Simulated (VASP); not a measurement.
Crystal: Ge.

```xyz
2
Lattice="1.4881 -2.5947 0.0000 1.4881 2.5947 0.0000 0.0000 0.0000 4.7276" Properties=species:S:1:pos:R:3 pbc="T T T"
Ge    1.4881    0.8643    1.1819
Ge    1.4881   -0.8643    3.5457
```

| Property | Result |
| --- | --- |
| Program | VASP 6.6.1 |
| Task | relaxation of cell and atoms |
| Functional | LDA |
| Potentials or basis | VASP PAW LDA potentials, release 64 (Ge_d) |
| Cutoff | 600 eV |
| k mesh | 10 × 10 × 6 |
| Occupations | fermi-dirac, width 0.05 eV |
| Spin | no spin polarisation |

At the start: pressure -1.1 GPa; volume 18.25 Å³/atom.

Q: Where does the relaxation end?

A: Over 13 steps the energy falls by 3.7 meV/atom and the volume is 17.95 Å³/atom (-1.7 %); space group Cmcm (No. 63, to 0.05 Å).

Step by step:
```
step  energy change (eV)  largest force (eV/Å)  pressure (GPa)  volume (Å³)
   1              0.0000                0.0002           -1.08        36.51
   2             -0.0053                0.0020            0.25        35.86
   3             -0.0056                0.0032            0.57        35.68
   4             -0.0070                0.0056            0.13        35.85
   5             -0.0070                0.0056            0.15        35.85
   6             -0.0072                0.0059            0.00        35.94
   7             -0.0072                0.0060           -0.14        36.00
   8             -0.0073                0.0067           -0.12        35.97
   9             -0.0073                0.0068           -0.13        35.97
  10             -0.0073                0.0073            0.07        35.87
  11             -0.0073                0.0078           -0.07        35.90
  12             -0.0073                0.0072            0.16        35.88
  13             -0.0073                0.0078            0.01        35.89
```

Final structure:
```
Ge
1.0
     1.45784   -2.57490    0.00000
     1.45784    2.57490    0.00000
     0.00000    0.00000    4.78054
Ge
2
Cartesian
  1.4578 0.8560 1.1951
  1.4578 -0.8560 3.5854
```
